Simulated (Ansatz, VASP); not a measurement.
Two plane-wave programs on La4ZrO

```
La Zr O
1.0
     0.00000    4.27893    4.27893
     4.27893    0.00000    4.27893
     4.27893    4.27893    0.00000
La Zr O
4 1 1
Direct
  0.62616 0.62616 0.62616
  0.62616 0.62616 0.12153
  0.62616 0.12153 0.62616
  0.12153 0.62616 0.62616
  0.00000 0.00000 0.00000
  0.75000 0.75000 0.75000
```

Alike in both runs: task single point; functional PBE; k mesh 4 × 4 × 4; occupations gaussian, width 0.1 eV; no spin polarisation.

```csv
,VASP,Ansatz
version,VASP 6.6.1,Ansatz 0.2.0
potentials or method,"VASP PAW PBE potentials, release 64 (La, Zr_sv, O), cutoff 520 eV","scalar-relativistic, plane waves, PAW"
valence electrons in the cell,62,62
```

```csv
,VASP,Ansatz,Ansatz less VASP
gap on the k mesh at the Fermi level (eV),none,none,-
rms of the force components (eV/Å),5.770,5.730,-0.0403
```

Atom by atom the forces differ by 0.040 eV/Å (rms over components). A gap of «none» marks a metal or a gap that the smearing closes.

Neither program's run includes spin-orbit coupling.
